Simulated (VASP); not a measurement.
Write the native input for VASP 6.6.1 that does the following.

```
Task                   : single point
Functional             : LDA
Potentials or basis    : VASP PAW LDA potentials, release 64 (Ga_d, Cu, Se)
Cutoff                 : 520 eV
k mesh                 : 6 × 6 × 6
Occupations            : gaussian, width 0.01 eV
Spin                   : no spin polarisation
Dipole correction      : no
Further INCAR settings : ALGO = Normal; EDIFF = 1e-06; NBANDS = 46
```

The structure of GaCuSe2 lies in POSCAR:

```
GaCuSe2
1.0
   -2.8041296817      2.8041296817      5.5492792808
    2.8041296817     -2.8041296817      5.5492792808
    2.8041296817      2.8041296817     -5.5492792808
Ga Cu Se
2 2 4
Direct
    0.5000000000      0.5000000000      0.0000000000
    0.2500000000      0.7500000000      0.5000000000
    0.0000000000      0.0000000000      0.0000000000
    0.7500000000      0.2500000000      0.5000000000
    0.3750000000      0.3713580568      0.4963580568
    0.6286419432      0.1250000000      1.0036419432
    0.8750000000      0.8786419432      0.5036419432
    0.1213580568      0.6250000000     -0.0036419432
```

One way to write it, as run:

INCAR

```
SYSTEM = GaCuSe2
ALGO     = Normal         ! electronic algorithm
EDIFF    = 1E-6           ! SCF threshold, eV
ENCUT    = 520            ! plane-wave cutoff, eV
ISIF     = 2              ! what is computed and relaxed
ISMEAR   = 0              ! smearing method
LASPH    = .True.         ! aspherical terms in the spheres
LCHARG   = .False.        ! write CHGCAR
LREAL    = .False.        ! projectors in reciprocal space
LWAVE    = .False.        ! write WAVECAR
NBANDS   = 46             ! bands
NELM     = 100            ! most SCF steps
PREC     = Accurate       ! precision mode
SIGMA    = 0.01           ! smearing width, eV
```

KPOINTS

```
k-points
0
Gamma
  6 6 6
  0 0 0
```

Potentials or basis: VASP PAW LDA potentials, release 64 (Ga_d, Cu, Se).

Launch:

```sh
$ cat potpaw_LDA.64/Ga_d/POTCAR potpaw_LDA.64/Cu/POTCAR potpaw_LDA.64/Se/POTCAR > POTCAR
$ mpirun -np 1 vasp_std > vasp.out
```

Results of the run:

```json
{
  "Pressure": "-3.0 GPa",
  "Largest force": "0.224 eV/Å",
  "Band gap on the k mesh": "0.07 eV"
}
```

Caveat: the cell stands under tension.

Wall time 15 min on 1 thread of Intel Xeon 8259CL (shared host), peak memory 0.45 GiB.
